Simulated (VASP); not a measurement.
Wanted: the native input for a VASP 6.6.1 run.

```
Task                   : single point
Functional             : PBE
Potentials or basis    : VASP PAW PBE potentials, release 64 (Si, N)
Cutoff                 : 520 eV
k mesh                 : 6 × 6 × 8
Occupations            : gaussian, width 0.01 eV
Spin                   : no spin polarisation
Dipole correction      : no
Further INCAR settings : ALGO = Normal; EDIFF = 1e-07; NBANDS = 45
```

The structure of Si3N4 lies in POSCAR:

```
Si3N4
1.0
    7.6636192436      0.0000000000      0.0000000000
   -3.8318096218      6.6368889499      0.0000000000
    0.0000000000      0.0000000000      2.9264354565
Si N
6 8
Direct
    0.7689127092      0.1750130433      0.2500000000
    0.5938996659      0.7689127092      0.7500000000
    0.8249869567      0.5938996659      0.2500000000
    0.2310872908      0.8249869567      0.7500000000
    0.4061003341      0.2310872908      0.2500000000
    0.1750130433      0.4061003341      0.7500000000
    0.0308339550      0.3300008825      0.2500000000
    0.7008330724      0.0308339550      0.7500000000
    0.6699991175      0.7008330724      0.2500000000
    0.9691660450      0.6699991175      0.7500000000
    0.2991669276      0.9691660450      0.2500000000
    0.3300008825      0.2991669276      0.7500000000
    0.6666666667      0.3333333333      0.2500000000
    0.3333333333      0.6666666667      0.7500000000
```

These files were run (other wordings do the same):

INCAR

```
PREC = Accurate
ENCUT = 520
EDIFF = 1E-7
ISMEAR = 0
SIGMA = 0.01
LREAL = F
LASPH = T
NELM = 80
ALGO = Normal
ISIF = 2
LWAVE = F
LCHARG = T
GGA = PE
LELF = T
LVHAR = T
NBANDS = 45
```

KPOINTS

```
Automatic mesh
0
Gamma
  6 6 8
```

Potentials or basis: VASP PAW PBE potentials, release 64 (Si, N).

Run with:

```bash
$ cat potpaw_PBE.64/Si/POTCAR potpaw_PBE.64/N/POTCAR > POTCAR
$ mpirun -np 1 vasp_std > vasp.out
```

Results of the run:

```json
{
 "Pressure": "-0.3 GPa",
 "Largest force": "0.003 eV/Å",
 "Band gap on the k mesh": "4.26 eV (least direct gap 4.44 eV)"
}
```

Run time: 3.7 min on 1 thread of Intel(R) Xeon(R) Platinum 8488C (Sapphire Rapids), with other jobs on the host, peak memory 0.38 GiB.
